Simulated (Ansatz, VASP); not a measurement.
**SiC5 in VASP and in Ansatz**

```xyz
6
Lattice="2.7334 0.0000 0.0000 -1.3667 2.3672 0.0000 0.0000 0.0000 6.7789" Properties=species:S:1:pos:R:3 pbc="T T T"
Si    0.0000    0.0000   -0.0422
C     0.0000    1.5781    2.3769
C     0.0000    1.5781    3.9112
C     0.0000    0.0000    1.8684
C     1.3667    0.7891    4.4292
C     1.3667    0.7891    5.9629
```

Alike in both runs: functional PBE; k mesh 6 × 6 × 2; occupations gaussian, width 0.2 eV; no spin polarisation.

Ansatz relaxed the structure, and its values are those at the end. VASP's run is a single point on that final structure, the one shown.

```csv
,VASP,Ansatz
version,VASP 6.6.1,Ansatz 0.2.0
potentials or method,"VASP PAW PBE potentials, release 64 (Si, C), cutoff 520 eV","scalar-relativistic, plane waves, PAW"
valence electrons in the cell,24,24
```

VASP gave:

* gap on the k mesh at the Fermi level (eV): 1.24
* least direct gap on the mesh (eV): 3.46
* pressure (GPa): -0.3
* rms of the force components (eV/Å): 0.016

Problem. Estimate Ansatz's values.

Solution. gap on the k mesh at the Fermi level (eV): 1.25; least direct gap on the mesh (eV): 3.48; pressure (GPa): -0.4; rms of the force components (eV/Å): 0.003.

With one functional, cell and mesh, what is left measures potentials, basis and numerics.

The k mesh is coarse, so the values compare programs but aren't converged.
